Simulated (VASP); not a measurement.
Write the native input for VASP 6.6.1 that does the following.

* Task: single point
* Functional: PBE
* Potentials or basis: VASP PAW PBE potentials, release 64 (Zn, Se)
* Cutoff: 520 eV
* k mesh: 8 × 8 × 8
* Occupations: gaussian, width 0.05 eV
* Spin: no spin polarisation
* Dipole correction: no
* Further INCAR settings: ALGO = Normal; EDIFF = 1e-07; NBANDS = 16

The structure of ZnSe (Stilleite) lies in POSCAR:

```
ZnSe
1.0
    0.0000000000      2.7878869744      2.7878869744
    2.7878869744      0.0000000000      2.7878869744
    2.7878869744      2.7878869744      0.0000000000
Zn Se
1 1
Direct
    0.0000000000      0.0000000000      0.0000000000
    0.2500000000      0.2500000000      0.2500000000
```

This cell differs from its parent crystal: volume scaled by 0.920.

These files were run (other wordings do the same):

INCAR

```
SYSTEM = ZnSe
ALGO = Normal
EDIFF = 1E-7
ENCUT = 520
GGA = PE
ISIF = 2
ISMEAR = 0
LASPH = .TRUE.
LCHARG = .TRUE.
LELF = .TRUE.
LREAL = .FALSE.
LVHAR = .TRUE.
LWAVE = .FALSE.
NBANDS = 16
NELM = 80
PREC = Accurate
SIGMA = 0.05
```

KPOINTS

```
k-points
0
G
  8 8 8
  0 0 0
```

Potentials or basis: VASP PAW PBE potentials, release 64 (Zn, Se).

Launch:

```bash
$ cat potpaw_PBE.64/Zn/POTCAR potpaw_PBE.64/Se/POTCAR > POTCAR
$ mpirun -np 1 vasp_std > vasp.out
```

It gave:

```
Pressure               : 6.0 GPa
Band gap on the k mesh : 1.49 eV, direct
```

Run time: 41 s on 1 thread of Intel Xeon 8259CL (shared host), peak memory 0.18 GiB.
